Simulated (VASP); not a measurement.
Runs of VASP 6.6.1 on C. The structure is that of space group Fd-3m (No. 227), or close to it. The cells are those of the table. 

```tsv
task	cell	k mesh	smearing	gap on the mesh (eV)	pressure (GPa)
single point	a = 2.522 Å, angles 60.0°, 2 atoms	8 × 8 × 8	gaussian 0.1 eV	4.10	-12.5
single point	a = 2.497 Å, angles 60.0°, 2 atoms	10 × 10 × 10	gaussian 0.1 eV	4.20	0.9
single point	a = 2.497 Å, angles 60.0°, 2 atoms	12 × 12 × 12	gaussian 0.02 eV	4.20	0.9
relaxation of cell and atoms	relaxed from a = 2.497 Å, angles 60.0°, 2 atoms	12 × 12 × 12	gaussian 0.02 eV	(a)	0.0
```

Alike in all rows: level LDA; potentials or basis VASP PAW LDA potentials, release 64 (C); no spin polarisation; cutoff (eV) 600.

Question: Fill in the values left out.

Answer: (a) 4.19.

A k mesh can miss the band edges.
